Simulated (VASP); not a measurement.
The system is Ta3N.

```
Ta N
1.0
     2.99124    0.00000    0.00000
    -1.49562    2.59049    0.00000
     0.00000    0.00000    7.42245
Ta N
3 1
Direct
  0.66667 0.33333 0.82607
  0.33333 0.66667 0.17393
  0.00000 0.00000 0.50000
  0.00000 0.00000 0.00000
```

Base run:

| Quantity | Value |
| --- | --- |
| Program | VASP 6.6.1 |
| Functional | PBEsol |
| Potentials or basis | VASP PAW PBE potentials, release 64 (Ta_pv, N) |
| Cutoff | 520 eV |
| k mesh | 10 × 10 × 4 |
| Occupations | fermi-dirac, width 0.05 eV |
| Spin | no spin polarisation |

Its results: band gap on the k mesh zero (band 19 reaches 7.32 eV, above the bottom of band 20 at 6.59 eV); pressure 2.7 GPa; largest force 0.072 eV/Å.

Task: The run is repeated on the same cell with these changes: functional from PBEsol to LDA; potentials or basis from VASP PAW PBE potentials, release 64 (Ta_pv, N) to VASP PAW LDA potentials, release 64 (Ta_pv, N). What comes out?

Result: Band gap on the k mesh zero (band 19 reaches 7.41 eV, above the bottom of band 20 at 6.64 eV); pressure -2.2 GPa; largest force 0.207 eV/Å.

Caveats: spin-orbit coupling is left out, which moves the levels of the heavy elements; the PAW data sets were made with another functional, which shifts forces and pressure a little (some runs).
